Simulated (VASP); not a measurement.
A run of VASP 6.6.1 is set up as follows.

Contents of INCAR:

```
PREC     = Accurate       # precision mode
ENCUT    = 520            # plane-wave cutoff, eV
EDIFF    = 1E-7           # SCF threshold, eV
ISMEAR   = 0              # smearing method
SIGMA    = 0.05           # smearing width, eV
LREAL    = F              # projectors in reciprocal space
LASPH    = T              # aspherical terms in the spheres
NELM     = 150            # most SCF steps
ALGO     = Normal         # electronic algorithm
ISIF     = 2              # what is computed and relaxed
LWAVE    = F              # write WAVECAR
LCHARG   = F              # write CHGCAR
ISPIN    = 2              # spin polarisation
MAGMOM   = 0.99 0         # initial moments
LORBIT   = 11             # projections on sites
LMAXMIX  = 4              # l up to which the mixer works
GGA      = PE             # functional
NBANDS   = 21             # bands
```

KPOINTS

```
Automatic mesh
0
Gamma
  10 10 10
```

POSCAR

```
MoSe
1.0
    0.0000000000      2.9053088931      2.9053088931
    2.9053088931      0.0000000000      2.9053088931
    2.9053088931      2.9053088931      0.0000000000
Mo Se
1 1
Direct
    0.0000000000      0.0000000000      0.0000000000
    0.2500000000      0.2500000000      0.2500000000
```

Potentials or basis: VASP PAW PBE potentials, release 64 (Mo_sv, Se).

The run is started by

```bash
$ cat potpaw_PBE.64/Mo_sv/POTCAR potpaw_PBE.64/Se/POTCAR > POTCAR
$ mpirun -np 1 vasp_std > vasp.out
```

Problem. Estimate the pressure.

Solution. -5.8 GPa.

Problem. What does it give for the site moments?

Solution. Mo +1.13; Se -0.03 μB.
